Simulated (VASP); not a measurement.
# Zn (Fm-3m) in VASP: further runs

The runs below take Zn through single point, with r2SCAN.

Everything below comes from runs of VASP 6.6.1. Logs are shortened: lines on timing, memory, paths and dates and some standing lists are left out, and cuts for length are marked.

### 1 The cell of the first run

The structure is cubic, space group Fm-3m (No. 225). Conventional cell: a = 3.849 Å, b = 3.849 Å, c = 3.849 Å, α = 90.00°, β = 90.00°, γ = 90.00°. Within 3.6 Å of Zn (site symmetry m-3m) lie 12 Zn at 2.72 Å.

This isn't the form of Zn at room conditions, which is hcp.

### 2 Single point, r2SCAN (14.26 Å³/atom)

File POSCAR:

```
Zn
1.0
    0.0000000000      1.9246672763      1.9246672763
    1.9246672763      0.0000000000      1.9246672763
    1.9246672763      1.9246672763      0.0000000000
Zn
1
Direct
    0.0000000000      0.0000000000      0.0000000000
```

File INCAR.step1:

```
SYSTEM = Zn
PREC = Accurate ; ENCUT = 550
ISMEAR = -1 ; SIGMA = 0.05
LREAL = .False. ; LASPH = .True.
NELM = 120 ; NBANDS = 12
GGA = PE ; ALGO = Normal
EDIFF = 1E-5 ; LWAVE = .True.
LCHARG = .False. ; GGA_COMPAT = .False.
```

File INCAR.step2:

```
SYSTEM = Zn
PREC = Accurate ; ENCUT = 550
EDIFF = 1E-6 ; ISMEAR = -1
SIGMA = 0.05 ; LREAL = .False.
LASPH = .True. ; NELM = 120
ALGO = Normal ; ISIF = 2
LWAVE = .False. ; LCHARG = .False.
METAGGA = R2SCAN ; LMIXTAU = .True.
NBANDS = 12 ; ISTART = 1
GGA_COMPAT = .False.
```

File KPOINTS:

```
Automatic mesh
0
Gamma
  12 12 12
  0 0 0
```

Potentials or basis: VASP PAW PBE potentials, release 64 (Zn).

On the command line:

```bash
> cat potpaw_PBE.64/Zn/POTCAR > POTCAR
> cp INCAR.step1 INCAR
> mpirun -np 1 vasp_std > vasp.out
> cp INCAR.step2 INCAR
> mpirun -np 1 vasp_std > vasp.out
```

OUTCAR:

```text
SYSTEM = Zn
   PREC = Accurate
   ENCUT = 550
   EDIFF = 1E-6
   ISMEAR = -1
   LREAL = .False.
   LASPH = .True.
   NELM = 120
   ISIF = 2
   METAGGA = R2SCAN
   ISTART = 1

 ion  position               nearest neighbor table
   1  0.000  0.000  0.000-

  LATTYP: Found a face centered cubic cell.
 ALAT       =     3.8493345526

  Lattice vectors:

 A1 = (   0.0000000000,   1.9246672763,   1.9246672763)
 A2 = (   1.9246672763,   0.0000000000,   1.9246672763)
 A3 = (   1.9246672763,   1.9246672763,   0.0000000000)

Analysis of symmetry for initial positions (statically):
=====================================================================
 Subroutine PRICEL returns:
 Original cell was already a primitive cell.

 Routine SETGRP: Setting up the symmetry group for a
 face centered cubic supercell.

 Subroutine GETGRP returns: Found 48 space group operations
 (whereof 48 operations were pure point group operations)
 out of a pool of 48 trial point group operations.

The static configuration has the point symmetry O_h .

Analysis of symmetry for dynamics (positions and initial velocities):
=====================================================================
 Subroutine PRICEL returns:
 Original cell was already a primitive cell.

 Routine SETGRP: Setting up the symmetry group for a
 face centered cubic supercell.

 Subroutine GETGRP returns: Found 48 space group operations
 (whereof 48 operations were pure point group operations)
 out of a pool of 48 trial point group operations.

The dynamic configuration has the point symmetry O_h .

 Subroutine INISYM returns: Found 48 space group operations
 (whereof 48 operations are pure point group operations),
 and found     1 'primitive' translations

----------------------------------------------------------------------------------------

                                     Primitive cell

  volume of cell :      14.2593

  direct lattice vectors                    reciprocal lattice vectors
     0.000000000  1.924667276  1.924667276    -0.259785162  0.259785162  0.259785162
     1.924667276  0.000000000  1.924667276     0.259785162 -0.259785162  0.259785162
     1.924667276  1.924667276  0.000000000     0.259785162  0.259785162 -0.259785162

  length of vectors
     2.721890565  2.721890565  2.721890565     0.449961099  0.449961099  0.449961099

  position of ions in fractional coordinates (direct lattice)
     0.000000000  0.000000000  0.000000000

  ion indices of the primitive-cell ions
   primitive index   ion index
                 1           1
[... 74 lines left out ...]
   EDIFFG = 0.1E-04   stopping-criterion for IOM
   NSW    =      0    number of steps for IOM
   IBRION =     -1    ionic relax: 0-MD 1-quasi-New 2-CG
   NFREE  =      0    steps in history (QN), initial steepest desc. (CG)
   ISIF   =      2    stress and relaxation
   ISYM   =      2    0-nonsym 1-usesym 2-fastsym
   POTIM  = 0.5000    time-step for ionic-motion
   TEBEG  =    0.0;   TEEND  =   0.0 temperature during run
   PSTRESS=    0.0 pullay stress
   NELECT =      12.0000    total number of electrons
   NUPDOWN=      -1.0000    fix difference up-down
   EMIN   =  10.00;   EMAX   =-10.00  energy-range for DOS
   EFERMI =   0.00;   METHOD = LEGACY
   ISMEAR =    -1;   SIGMA  =   0.05  broadening in eV -4-tet -1-fermi 0-gaus
   EFERMI_NEDOS =   21; number of points for ismear=-14 and -15
   IALGO  =     38    algorithm
   IMIX   =      4    mixing-type and parameters
     AMIX     =   0.40;   BMIX     =  1.00
     AMIX_MAG =   1.60;   BMIX_MAG =  1.00
  volume/ion in A,a.u.               =      14.26        96.23
  Fermi-wavevector in a.u.,A,eV,Ry     =   1.545621  2.920800 32.503547  2.388943
  Thomas-Fermi vector in A             =   2.650973
   LORBIT       =      0    0 simple, 1 ext, 2 COOP (PROOUT), +10 PAW based schemes
   METAGGA = R2SCAN    functional components
   LHFCALC =     F    Hartree Fock is set to
   AEXX    =    0.0000 exact exchange contribution
   IVDW    =     0    specifies the selected vdW correction
   LEPSILON=     F    determine dielectric tensor
   LRPA    =     F    only Hartree local field effects (RPA)
 non-spin polarized calculation
  energy-cutoff  :      550.00
  volume of cell :       14.26
 maximum number of plane-waves:       444
 NGX is ok and might be reduce to    24
   NGX = 11   NGY = 11   NGZ = 11

 number of electron      11.9999995 magnetization

 Free energy of the ion-electron system (eV)
  ---------------------------------------------------
  ext. energy  EPLUGINS =         0.00000000
  ---------------------------------------------------
  free energy    TOTEN  =        -8.86181468 eV

  energy without entropy =       -8.85955832  energy(sigma->0) =       -8.86068650

 E-fermi :   3.3696     XC(G=0): -13.0616

 val. band max:        3.3287768257   @ k =  -0.4167   0.2500   0.0000
 cond. band min:       3.5020401764   @ k =  -0.4167   0.0833   0.0000
 fundamental gap:      0.1732633508
 Fermi energy:         3.3695881922

 k-point     1 :       0.0000    0.0000    0.0000
  band No.  band energies     occupation
      1      -7.9553      2.00000
      2      -4.7115      2.00000
      3      -4.7115      2.00000
      4      -4.7115      2.00000
      5      -4.2787      2.00000
      6      -4.2787      2.00000
      7      23.5837      0.00000
      8      23.6782      0.00000
      9      23.6782      0.00000
     10      23.6782      0.00000
     11      26.0541      0.00000
     12      26.0541      0.00000
[... 331 lines left out ...]
 k-point    24 :      -0.4167    0.1667    0.0000
  band No.  band energies     occupation
      1      -5.3267      2.00000
      2      -4.8230      2.00000
      3      -4.5572      2.00000
      4      -4.3445      2.00000
      5      -4.0074      2.00000
      6       0.8359      2.00000
      7       3.1269      1.98453
      8      13.7285      0.00000
      9      17.8213      0.00000
     10      20.0987      0.00000
     11      27.7246      0.00000
     12      28.9540      0.00000

 [... further k-points ...]
[... 5 lines left out ...]
  --------------------------------------------------------------------------------------
  -------------------------------------------------------------------------------------
  Total        0.0305205      0.0305205      0.0305205      0.0000000     -0.0000000     -0.0000000
  in kB        3.4292981      3.4292981      3.4292981      0.0000000     -0.0000000     -0.0000000
  external PRESSURE =       3.4292981 kB  Pullay stress =       0.0000000 kB

 VOLUME and BASIS-vectors are now :
 -----------------------------------------------------------------------------
  energy-cutoff  :      550.00
  volume of cell :       14.26
      direct lattice vectors                 reciprocal lattice vectors
     0.000000000  1.924667276  1.924667276    -0.259785162  0.259785162  0.259785162
     1.924667276  0.000000000  1.924667276     0.259785162 -0.259785162  0.259785162
     1.924667276  1.924667276  0.000000000     0.259785162  0.259785162 -0.259785162

 POSITION                                       TOTAL-FORCE (eV/Angst)
 -----------------------------------------------------------------------------------
      0.00000      0.00000      0.00000         0.000000      0.000000      0.000000
 -----------------------------------------------------------------------------------
    total drift:                               -0.000000      0.000000      0.000000

  FREE ENERGIE OF THE ION-ELECTRON SYSTEM (eV)
  ---------------------------------------------------
  free  energy   TOTEN  =        -8.8618146775 eV

  energy  without entropy=       -8.8595583218  energy(sigma->0) =       -8.86068650
```

Run time: 26 s. Hardware: 1 thread of Intel Xeon Platinum 8488C (Sapphire Rapids), shared host; peak memory 0.15 GiB.

Results:

| Quantity | Value |
| --- | --- |
| Free energy | -8.8618 eV |
| Pressure | 0.3 GPa |
| Band gap on the k mesh | zero (bands 6 and 7 overlap by 3.60 eV) |

Levels at points of the mesh, in eV from the Fermi level:
```csv
k point,band 2,band 3,band 4,band 5,band 6,band 7,band 8,band 9,band 10,band 11
"(0.00, 0.00, 0.00)",-8.08,-8.08,-8.08,-7.65,-7.65,20.21,20.31,20.31,20.31,22.68
"(0.50, 0.00, 0.00)",-8.09,-8.09,-7.33,-7.33,-3.34,-1.21,16.98,16.98,18.77,20.42
"(0.50, 0.50, 0.00)",-8.80,-7.34,-7.25,-7.25,-1.23,2.20,9.32,9.32,12.81,14.73
```

Caveat: the PAW data sets were made with another functional, which shifts forces and pressure a little.

[end of part 1 of 2]
